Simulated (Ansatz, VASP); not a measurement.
Ba in VASP and in Ansatz

The input INCAR:

```
SYSTEM = Ba
PREC = Accurate ; ENCUT = 600
EDIFF = 1E-7 ; ISMEAR = -1
SIGMA = 0.08 ; LREAL = .FALSE.
LASPH = .TRUE. ; NELM = 60
ALGO = Normal ; ISIF = 3
LWAVE = .FALSE. ; LCHARG = .FALSE.
GGA = PE ; IBRION = 2
NSW = 60 ; EDIFFG = -0.005
```

The input KPOINTS:

```
Automatic mesh
0
G
  11 11 11
  0 0 0
```

Contents of POSCAR:

```
Ba
1.0
   -2.5124974217      2.5124974217      2.5124974217
    2.5124974217     -2.5124974217      2.5124974217
    2.5124974217      2.5124974217     -2.5124974217
Ba
1
Direct
    0.0000000000      0.0000000000      0.0000000000
```

Input for Ansatz:

```yaml
crystal:
  lattice:
    - [-2.5124974217, 2.5124974217, 2.5124974217]
    - [2.5124974217, -2.5124974217, 2.5124974217]
    - [2.5124974217, 2.5124974217, -2.5124974217]
  atoms:
    - { symbol: Ba, position: [0.0, 0.0, 0.0] }
kpoints:
  mp_grid: { grid: [11, 11, 11] }
scf:
  occupations: { method: fermi_dirac, width: 0.08 }
hamiltonian:
  xc: pbe
  pseudopotentials: { kind: paw }
output:
  forces: true
  stress: true
relax:
  f_tol: 0.005
  max_steps: 40
  cell: {}
```

Alike in both runs: task relaxation of cell and atoms; functional PBE; k mesh 11 × 11 × 11; occupations fermi-dirac, width 0.08 eV; no spin polarisation.

|  | VASP | Ansatz |
| --- | --- | --- |
| version | VASP 6.6.1 | Ansatz 0.2.0 |
| potentials or method | VASP PAW PBE potentials, release 64 (Ba_sv) | PAW with Ansatz's default frozen-core files, scalar-relativistic |
| plane-wave cutoff (eV) | 600 | 420 |
| valence electrons in the cell | 10 | 10 |

|  | VASP | Ansatz | Ansatz less VASP |
| --- | --- | --- | --- |
| relaxed volume (Å³/atom) | 63.67 | 63.44 | -0.228 |
| relaxed cell length with the largest relative difference (Å) | 4.357 | 4.352 | -0.0052 |

Spin-orbit coupling is off throughout.
